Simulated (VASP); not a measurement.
Input of a VASP 6.6.1 run:

POSCAR

```
Re
1.0
    2.7580263307      0.0000000000      0.0000000000
   -1.3790131654      2.3885208667      0.0000000000
    0.0000000000      0.0000000000      4.4622539342
Re
2
Direct
    0.3333333333      0.6666666667      0.2500000000
    0.6666666667      0.3333333333      0.7500000000
```

Contents of INCAR.step1:

```
  PREC = Accurate
  ENCUT = 520
  ISMEAR = 0
  SIGMA = 0.1
  LREAL = F
  LASPH = T
  NELM = 60
  NBANDS = 14
  GGA = PE
  ALGO = Normal
  EDIFF = 1E-4
  LWAVE = T
  LCHARG = F
```

Contents of INCAR.step2:

```
  PREC = Accurate
  ENCUT = 520
  EDIFF = 1E-6
  ISMEAR = 0
  SIGMA = 0.1
  LREAL = F
  LASPH = T
  NELM = 60
  ALGO = Normal
  ISIF = 2
  LWAVE = F
  LCHARG = F
  METAGGA = R2SCAN
  LMIXTAU = T
  NBANDS = 14
  ISTART = 1
```

File KPOINTS:

```
Automatic mesh
0
Gamma
  18 18 10
```

Potentials or basis: VASP PAW PBE potentials, release 64 (Re).

Launch:

```console
$ cat potpaw_PBE.64/Re/POTCAR > POTCAR
$ cp INCAR.step1 INCAR
$ mpirun -np 1 vasp_std > vasp.out
$ cp INCAR.step2 INCAR
$ mpirun -np 1 vasp_std > vasp.out
```

(1) Predict the pressure.

(2) What does it give for the band gap on the k mesh?

## Answers

(1) 0.1 GPa.

(2) zero (band 7 reaches 9.14 eV, above the bottom of band 8 at 5.94 eV).

Caveat: the PAW data sets were made with another functional, which shifts forces and pressure a little; spin-orbit coupling is left out, which moves the levels of the heavy elements.
